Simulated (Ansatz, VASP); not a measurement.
One calculation of In, two programs

```
CELL_PARAMETERS angstrom
-1.88253 1.88253 1.88253
1.88253 -1.88253 1.88253
1.88253 1.88253 -1.88253
ATOMIC_POSITIONS crystal
In 0.00000 0.00000 0.00000
```

Alike in both runs: task relaxation of cell and atoms; functional revPBE; dispersion D3(BJ); k mesh 10 × 10 × 10; occupations fermi-dirac, width 0.05 eV; no spin polarisation.

|  | VASP | Ansatz |
| --- | --- | --- |
| version | VASP 6.6.1 | Ansatz 0.2.0 |
| potentials or method | VASP PAW PBE potentials, release 64 (In_d) | Ansatz PAW |
| plane-wave cutoff (eV) | 600 | 420 |
| valence electrons in the cell | 13 | 13 |

VASP gave:

| Property | Result |
| --- | --- |
| gap on the k mesh at the Fermi level, each at its own relaxed structure (eV) | none |
| relaxed volume (Å³/atom) | 25.96 |
| relaxed cell length with the largest relative difference (Å) | 3.231 |

**Question.** Estimate Ansatz's values.

**Answer.** gap on the k mesh at the Fermi level, each at its own relaxed structure (eV): none; relaxed volume (Å³/atom): 25.93; relaxed cell length with the largest relative difference (Å): 3.230.

VASP's potentials were made for PBE, not for revPBE. A gap of «none» marks a metal or a gap that the smearing closes.

Noted on Ansatz's run: the plane-wave basis is chosen anew once the cell has moved, so the energies of steps on either side of that aren't comparable.
